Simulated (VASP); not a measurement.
# NaCl (Pm-3m) in VASP: settings compared

The runs below take NaCl through single point, relaxation of cell and atoms, with PBE, BLYP+D4.

Everything below comes from runs of VASP 6.6.1. Logs are shortened: lines on timing, memory, paths and dates and some standing lists are left out, and cuts for length are marked.

**1. The cell of the first run**

Symmetry: Pm-3m, No. 221, cubic system. The conventional cell has a = 3.502 Å, b = 3.502 Å, c = 3.502 Å, α = 90.00°, β = 90.00°, γ = 90.00°. Cl (site symmetry m-3m) has 8 Na at 3.03 Å and 6 Cl at 3.50 Å within 4.0 Å. Within 4.0 Å of Na (site symmetry m-3m) lie 8 Cl at 3.03 Å and 6 Na at 3.50 Å.

**2. Single point, PBE**

INCAR

```
SYSTEM = NaCl
PREC = Accurate
ENCUT = 520
EDIFF = 1E-6
ISMEAR = 0
SIGMA = 0.03
LREAL = .False.
LASPH = .True.
NELM = 80
ALGO = Normal
ISIF = 2
LWAVE = .False.
LCHARG = .False.
GGA = PE
NBANDS = 14
```

KPOINTS

```
Automatic mesh
0
Gamma
  8 8 8
  0 0 0
```

POSCAR

```
NaCl
1.0
    3.5021900000      0.0000000000      0.0000000000
    0.0000000000      3.5021900000      0.0000000000
    0.0000000000      0.0000000000      3.5021900000
Cl Na
1 1
Direct
    0.5000000000      0.5000000000      0.5000000000
    0.0000000000      0.0000000000      0.0000000000
```

Potentials or basis: VASP PAW PBE potentials, release 64 (Cl, Na_pv).

Run with:

```bash
$ cat potpaw_PBE.64/Cl/POTCAR potpaw_PBE.64/Na_pv/POTCAR > POTCAR
$ mpirun -np 1 vasp_std > vasp.out
```

OUTCAR:

```text
SYSTEM = NaCl
   PREC = Accurate
   ENCUT = 520
   EDIFF = 1E-6
   ISMEAR = 0
   LREAL = .False.
   LASPH = .True.
   NELM = 80
   ISIF = 2
   GGA = PE

 ion  position               nearest neighbor table
   1  0.500  0.500  0.500-
   2  0.000  0.000  0.000-

  LATTYP: Found a simple cubic cell.
 ALAT       =     3.5021900000

  Lattice vectors:

 A1 = (   3.5021900000,   0.0000000000,   0.0000000000)
 A2 = (   0.0000000000,   3.5021900000,   0.0000000000)
 A3 = (   0.0000000000,   0.0000000000,   3.5021900000)

Analysis of symmetry for initial positions (statically):
=====================================================================
 Subroutine PRICEL returns:
 Original cell was already a primitive cell.

 Routine SETGRP: Setting up the symmetry group for a
 simple cubic supercell.

 Subroutine GETGRP returns: Found 48 space group operations
 (whereof 48 operations were pure point group operations)
 out of a pool of 48 trial point group operations.

The static configuration has the point symmetry O_h .

Analysis of symmetry for dynamics (positions and initial velocities):
=====================================================================
 Subroutine PRICEL returns:
 Original cell was already a primitive cell.

 Routine SETGRP: Setting up the symmetry group for a
 simple cubic supercell.

 Subroutine GETGRP returns: Found 48 space group operations
 (whereof 48 operations were pure point group operations)
 out of a pool of 48 trial point group operations.

The dynamic configuration has the point symmetry O_h .

 Subroutine INISYM returns: Found 48 space group operations
 (whereof 48 operations are pure point group operations),
 and found     1 'primitive' translations

----------------------------------------------------------------------------------------

                                     Primitive cell

  volume of cell :      42.9555

  direct lattice vectors                    reciprocal lattice vectors
     3.502190000  0.000000000  0.000000000     0.285535622  0.000000000  0.000000000
     0.000000000  3.502190000  0.000000000     0.000000000  0.285535622  0.000000000
     0.000000000  0.000000000  3.502190000     0.000000000  0.000000000  0.285535622

  length of vectors
     3.502190000  3.502190000  3.502190000     0.285535622  0.285535622  0.285535622

  position of ions in fractional coordinates (direct lattice)
     0.500000000  0.500000000  0.500000000
     0.000000000  0.000000000  0.000000000

  ion indices of the primitive-cell ions
   primitive index   ion index
                 1           1
                 2           2

----------------------------------------------------------------------------------------

 KPOINTS: Automatic mesh

Automatic generation of k-mesh.
 Grid dimensions read from file:
 generate k-points for:    8    8    8

 Generating k-lattice:

  Cartesian coordinates                     Fractional coordinates (reciprocal lattice)
     0.035691953  0.000000000  0.000000000     0.125000000  0.000000000  0.000000000
     0.000000000  0.035691953  0.000000000     0.000000000  0.125000000  0.000000000
     0.000000000  0.000000000  0.035691953     0.000000000  0.000000000  0.125000000

  Length of vectors
     0.035691953  0.035691953  0.035691953

  Shift w.r.t. Gamma in fractional coordinates (k-lattice)
     0.000000000  0.000000000  0.000000000

 Subroutine IBZKPT returns following result:
 ===========================================

 Found     35 irreducible k-points:

 Following reciprocal coordinates:
            Coordinates               Weight
  0.000000  0.000000  0.000000      1.000000
  0.125000  0.000000  0.000000      6.000000
  0.250000  0.000000  0.000000      6.000000
  0.375000  0.000000  0.000000      6.000000
  0.500000  0.000000  0.000000      3.000000
  0.125000  0.125000  0.000000     12.000000
[... 16 lines left out ...]
  0.375000  0.375000  0.125000     24.000000
  0.500000  0.375000  0.125000     24.000000
 [... further k-points ...]
   k-points           NKPTS =     35   k-points in BZ     NKDIM =     35   number of bands    NBANDS=     14
   number of dos      NEDOS =    301   number of ions     NIONS =      2
   total plane-waves  NPLWV =  21952
   dimension x,y,z NGX =    28 NGY =   28 NGZ =   28
   dimension x,y,z NGXF=    56 NGYF=   56 NGZF=   56
   ions per type =               1   1
   NGX,Y,Z   is equivalent  to a cutoff of  13.29, 13.29, 13.29 a.u.
   NGXF,Y,Z  is equivalent  to a cutoff of  26.58, 26.58, 26.58 a.u.
 SYSTEM =  NaCl
   PREC   = accura    normal or accurate (medium, high low for compatibility)
   ISTART =      0    job   : 0-new  1-cont  2-samecut
   ICHARG =      2    charge: 1-file 2-atom 10-const
   ISPIN  =      1    spin polarized calculation?
   LNONCOLLINEAR =      F non collinear calculations
   LSORBIT =      F    spin-orbit coupling
   LASPH  =      T    aspherical Exc in radial PAW
   ENCUT  =  520.0 eV  38.22 Ry    6.18 a.u.   6.51  6.51  6.51*2*pi/ulx,y,z
   NELM   =     80;   NELMIN=  2; NELMDL= -5     # of ELM steps
   EDIFF  = 0.1E-05   stopping-criterion for ELM
   LREAL  =      F    real-space projection
   EDIFFG = 0.1E-04   stopping-criterion for IOM
   NSW    =      0    number of steps for IOM
   IBRION =     -1    ionic relax: 0-MD 1-quasi-New 2-CG
   NFREE  =      0    steps in history (QN), initial steepest desc. (CG)
   ISIF   =      2    stress and relaxation
   ISYM   =      2    0-nonsym 1-usesym 2-fastsym
   POTIM  = 0.5000    time-step for ionic-motion
   TEBEG  =    0.0;   TEEND  =   0.0 temperature during run
   PSTRESS=    0.0 pullay stress
   NELECT =      14.0000    total number of electrons
   NUPDOWN=      -1.0000    fix difference up-down
   EMIN   =  10.00;   EMAX   =-10.00  energy-range for DOS
   EFERMI =   0.00;   METHOD = LEGACY
   ISMEAR =     0;   SIGMA  =   0.03  broadening in eV -4-tet -1-fermi 0-gaus
   EFERMI_NEDOS =   21; number of points for ismear=-14 and -15
   IALGO  =     38    algorithm
   IMIX   =      4    mixing-type and parameters
     AMIX     =   0.40;   BMIX     =  1.00
     AMIX_MAG =   1.60;   BMIX_MAG =  1.00
  volume/ion in A,a.u.               =      21.48       144.94
  Fermi-wavevector in a.u.,A,eV,Ry     =   1.126621  2.129005 17.269530  1.269275
  Thomas-Fermi vector in A             =   2.263304
   LORBIT       =      0    0 simple, 1 ext, 2 COOP (PROOUT), +10 PAW based schemes
   GGA     = PE    functional components
   LHFCALC =     F    Hartree Fock is set to
   AEXX    =    0.0000 exact exchange contribution
   IVDW    =     0    specifies the selected vdW correction
   LEPSILON=     F    determine dielectric tensor
   LRPA    =     F    only Hartree local field effects (RPA)
 non-spin polarized calculation
 Gauss-broadening in eV      SIGMA  =   0.03
  energy-cutoff  :      520.00
  volume of cell :       42.96
 maximum number of plane-waves:      1189
 NGX is ok and might be reduce to    28
   NGX = 13   NGY = 13   NGZ = 13

 number of electron      13.9999982 magnetization

 Free energy of the ion-electron system (eV)
  ---------------------------------------------------
  ext. energy  EPLUGINS =         0.00000000
  ---------------------------------------------------
  free energy    TOTEN  =        -6.46871703 eV

  energy without entropy =       -6.46871703  energy(sigma->0) =       -6.46871703

 E-fermi :   0.5879     XC(G=0):  -8.4327

 val. band max:        0.4243869738   @ k =   0.5000   0.5000   0.0000
 cond. band min:       4.4030766853   @ k =   0.0000   0.0000   0.0000
 fundamental gap:      3.9786897115
 Fermi energy:         0.5878761931

 k-point     1 :       0.0000    0.0000    0.0000
  band No.  band energies     occupation
      1     -21.6491      2.00000
      2     -21.6491      2.00000
      3     -21.6491      2.00000
      4     -12.9521      2.00000
      5      -0.0662      2.00000
      6      -0.0662      2.00000
      7      -0.0662      2.00000
      8       4.4031      0.00000
      9       9.0040      0.00000
     10       9.0040      0.00000
     11      16.1129      0.00000
     12      16.1131      0.00000
     13      16.1136      0.00000
     14      16.3376      0.00000

 k-point     2 :       0.1250    0.0000    0.0000
  band No.  band energies     occupation
      1     -21.6550      2.00000
      2     -21.6485      2.00000
      3     -21.6485      2.00000
      4     -12.9031      2.00000
      5      -0.5566      2.00000
      6      -0.0335      2.00000
      7      -0.0335      2.00000
      8       4.8504      0.00000
      9       9.1750      0.00000
     10       9.3336      0.00000
     11      14.7621      0.00000
     12      14.7621      0.00000
     13      15.6872      0.00000
     14      16.4557      0.00000

 k-point     3 :       0.2500    0.0000    0.0000
  band No.  band energies     occupation
      1     -21.6694      2.00000
      2     -21.6473      2.00000
      3     -21.6473      2.00000
      4     -12.7805      2.00000
      5      -1.4876      2.00000
      6       0.0478      2.00000
      7       0.0478      2.00000
      8       5.7581      0.00000
      9       9.6739      0.00000
     10       9.8061      0.00000
     11      13.4573      0.00000
     12      13.4573      0.00000
     13      15.5208      0.00000
     14      16.0998      0.00000
[... 324 lines left out ...]
 k-point    23 :       0.3750    0.3750    0.1250
  band No.  band energies     occupation
      1     -21.6767      2.00000
      2     -21.6755      2.00000
      3     -21.6482      2.00000
      4     -12.3762      2.00000
      5      -1.7063      2.00000
      6      -1.5751      2.00000
      7       0.0081      2.00000
      8       6.8091      0.00000
      9       9.4189      0.00000
     10      10.4428      0.00000
     11      11.6472      0.00000
     12      13.7117      0.00000
     13      13.9398      0.00000
     14      17.2618      0.00000

 k-point    24 :       0.5000    0.3750    0.1250
  band No.  band energies     occupation
      1     -21.6813      2.00000
      2     -21.6750      2.00000
      3     -21.6476      2.00000
      4     -12.3328      2.00000
      5      -1.8879      2.00000
      6      -1.5394      2.00000
      7       0.0540      2.00000
      8       6.5045      0.00000
      9       9.8359      0.00000
     10      10.1830      0.00000
     11      11.5204      0.00000
     12      13.9635      0.00000
     13      13.9803      0.00000
     14      16.8119      0.00000

 [... further k-points ...]

------------------------ aborting loop because EDIFF is reached ----------------------------------------

  FORCE on cell =-STRESS in cart. coord.  units (eV):
  Direction    XX          YY          ZZ          XY          YZ          ZX
  --------------------------------------------------------------------------------------
  -------------------------------------------------------------------------------------
  Total        0.0151079      0.0151079      0.0151079      0.0000000     -0.0000000     -0.0000000
  in kB        0.5635028      0.5635028      0.5635028      0.0000000     -0.0000000     -0.0000000
  external PRESSURE =       0.5635028 kB  Pullay stress =       0.0000000 kB

 VOLUME and BASIS-vectors are now :
 -----------------------------------------------------------------------------
  energy-cutoff  :      520.00
  volume of cell :       42.96
      direct lattice vectors                 reciprocal lattice vectors
     3.502190000  0.000000000  0.000000000     0.285535622  0.000000000  0.000000000
     0.000000000  3.502190000  0.000000000     0.000000000  0.285535622  0.000000000
     0.000000000  0.000000000  3.502190000     0.000000000  0.000000000  0.285535622

 POSITION                                       TOTAL-FORCE (eV/Angst)
 -----------------------------------------------------------------------------------
      1.75110      1.75110      1.75110         0.000000      0.000000      0.000000
      0.00000      0.00000      0.00000         0.000000      0.000000      0.000000
 -----------------------------------------------------------------------------------
    total drift:                               -0.000000      0.000000      0.000000

  FREE ENERGIE OF THE ION-ELECTRON SYSTEM (eV)
  ---------------------------------------------------
  free  energy   TOTEN  =        -6.4687170336 eV

  energy  without entropy=       -6.4687170336  energy(sigma->0) =       -6.46871703
```

Wall time 20 s (1 thread of AMD EPYC 7R13, shared host); peak memory 0.13 GiB.

Results:

| Item | Value |
| --- | --- |
| Free energy | -6.4687 eV |
| Pressure | 0.1 GPa |
| Band gap on the k mesh | 3.98 eV (least direct gap 4.47 eV) |

Levels at points of the mesh, in eV from the valence-band top:
```
           k point  band 4  band 5  band 6  band 7  band 8  band 9  band 10  band 11
(0.00, 0.00, 0.00)  -13.38   -0.49   -0.49   -0.49    3.98    8.58     8.58    15.69
(0.50, 0.00, 0.00)  -13.02   -2.94   -0.26   -0.26    6.92    8.56    10.51    11.84
(0.50, 0.50, 0.00)  -12.75   -2.26   -2.26    0.00    5.54    9.88    11.03    11.03
(0.50, 0.50, 0.50)  -12.48   -1.84   -1.84   -1.84    7.12    7.12     7.12    11.65
```

A k mesh can miss the band edges.

**3. Single point, PBE**

INCAR

```
SYSTEM = NaCl
ALGO     = Normal         ! electronic algorithm
EDIFF    = 1E-6           ! SCF threshold, eV
ENCUT    = 520            ! plane-wave cutoff, eV
GGA      = PE             ! functional
ISIF     = 2              ! what is computed and relaxed
ISMEAR   = 0              ! smearing method
LASPH    = .True.         ! aspherical terms in the spheres
LCHARG   = .True.         ! write CHGCAR
LELF     = .True.         ! ELF
LREAL    = .False.        ! projectors in reciprocal space
LVHAR    = .True.       
LWAVE    = .False.        ! write WAVECAR
NBANDS   = 14             ! bands
NELM     = 80             ! most SCF steps
PREC     = Accurate       ! precision mode
SIGMA    = 0.1            ! smearing width, eV
```

KPOINTS

```
k-points
0
Gamma
  8 8 8
  0 0 0
```

POSCAR is that of step 2.

Potentials or basis: VASP PAW PBE potentials, release 64 (Cl, Na_pv).

Run with:

```bash
$ cat potpaw_PBE.64/Cl/POTCAR potpaw_PBE.64/Na_pv/POTCAR > POTCAR
$ mpirun -np 1 vasp_std > vasp.out
```

OUTCAR:

```text
SYSTEM = NaCl
   EDIFF = 1E-6
   ENCUT = 520
   GGA = PE
   ISIF = 2
   ISMEAR = 0
   LASPH = .True.
   LREAL = .False.
   NELM = 80
   PREC = Accurate

 ion  position               nearest neighbor table
   1  0.500  0.500  0.500-
   2  0.000  0.000  0.000-

  LATTYP: Found a simple cubic cell.
 ALAT       =     3.5021900000

  Lattice vectors:

 A1 = (   3.5021900000,   0.0000000000,   0.0000000000)
 A2 = (   0.0000000000,   3.5021900000,   0.0000000000)
 A3 = (   0.0000000000,   0.0000000000,   3.5021900000)

Analysis of symmetry for initial positions (statically):
=====================================================================
 Subroutine PRICEL returns:
 Original cell was already a primitive cell.

 Routine SETGRP: Setting up the symmetry group for a
 simple cubic supercell.

 Subroutine GETGRP returns: Found 48 space group operations
 (whereof 48 operations were pure point group operations)
 out of a pool of 48 trial point group operations.

The static configuration has the point symmetry O_h .

Analysis of symmetry for dynamics (positions and initial velocities):
[... 173 lines left out ...]
      5      -0.0662      2.00000
      6      -0.0662      2.00000
      7      -0.0662      2.00000
      8       4.4031      0.00000
      9       9.0040      0.00000
     10       9.0040      0.00000
     11      16.1129      0.00000
     12      16.1131      0.00000
     13      16.1136      0.00000
     14      16.3376      0.00000
[... 377 lines left out ...]
      1     -21.6813      2.00000
      2     -21.6750      2.00000
      3     -21.6476      2.00000
      4     -12.3328      2.00000
      5      -1.8879      2.00000
      6      -1.5394      2.00000
      7       0.0540      2.00000
      8       6.5045      0.00000
      9       9.8359      0.00000
     10      10.1830      0.00000
     11      11.5204      0.00000
     12      13.9635      0.00000
     13      13.9803      0.00000
     14      16.8119      0.00000

 [... further k-points ...]

------------------------ aborting loop because EDIFF is reached ----------------------------------------

  FORCE on cell =-STRESS in cart. coord.  units (eV):
  Direction    XX          YY          ZZ          XY          YZ          ZX
  --------------------------------------------------------------------------------------
  -------------------------------------------------------------------------------------
  Total        0.0151079      0.0151079      0.0151079     -0.0000000     -0.0000000      0.0000000
  in kB        0.5635025      0.5635025      0.5635025     -0.0000000     -0.0000000      0.0000000
  external PRESSURE =       0.5635025 kB  Pullay stress =       0.0000000 kB

 VOLUME and BASIS-vectors are now :
 -----------------------------------------------------------------------------
  energy-cutoff  :      520.00
  volume of cell :       42.96
      direct lattice vectors                 reciprocal lattice vectors
     3.502190000  0.000000000  0.000000000     0.285535622  0.000000000  0.000000000
     0.000000000  3.502190000  0.000000000     0.000000000  0.285535622  0.000000000
     0.000000000  0.000000000  3.502190000     0.000000000  0.000000000  0.285535622

 POSITION                                       TOTAL-FORCE (eV/Angst)
 -----------------------------------------------------------------------------------
      1.75110      1.75110      1.75110         0.000000      0.000000      0.000000
      0.00000      0.00000      0.00000         0.000000      0.000000      0.000000
 -----------------------------------------------------------------------------------
    total drift:                                0.000000      0.000000      0.000000

  FREE ENERGIE OF THE ION-ELECTRON SYSTEM (eV)
  ---------------------------------------------------
  free  energy   TOTEN  =        -6.4687170336 eV

  energy  without entropy=       -6.4687170336  energy(sigma->0) =       -6.46871703
```

stdout:

```text
POSCAR found type information on POSCAR ClNa
 POSCAR found :  2 types and       2 ions
 scaLAPACK will be used
 LDA part: xc-table for (Slater+PW92), standard interpolation
 POSCAR, INCAR and KPOINTS ok, starting setup
 FFT: planning ... GRIDC
 FFT: planning ... GRID_SOFT
 FFT: planning ... GRID
 WAVECAR not read
 entering main loop
```

Run time: 24 s. Hardware: 1 thread of AMD EPYC 7R13, shared host; peak memory 0.13 GiB.

Results:

```yaml
Free_energy: -6.4687 eV
Pressure: 0.1 GPa
Band_gap_on_the_k_mesh: 3.98 eV (least direct gap 4.47 eV)
```

Levels at points of the mesh, in eV from the valence-band top:
| k point | band 4 | band 5 | band 6 | band 7 | band 8 | band 9 | band 10 | band 11 |
| --- | --- | --- | --- | --- | --- | --- | --- | --- |
| (0.00, 0.00, 0.00) | -13.38 | -0.49 | -0.49 | -0.49 | 3.98 | 8.58 | 8.58 | 15.69 |
| (0.50, 0.00, 0.00) | -13.02 | -2.94 | -0.26 | -0.26 | 6.92 | 8.56 | 10.51 | 11.84 |
| (0.50, 0.50, 0.00) | -12.75 | -2.26 | -2.26 | 0.00 | 5.54 | 9.88 | 11.03 | 11.03 |
| (0.50, 0.50, 0.50) | -12.48 | -1.84 | -1.84 | -1.84 | 7.12 | 7.12 | 7.12 | 11.65 |

(Continued in part 2 of 2.)
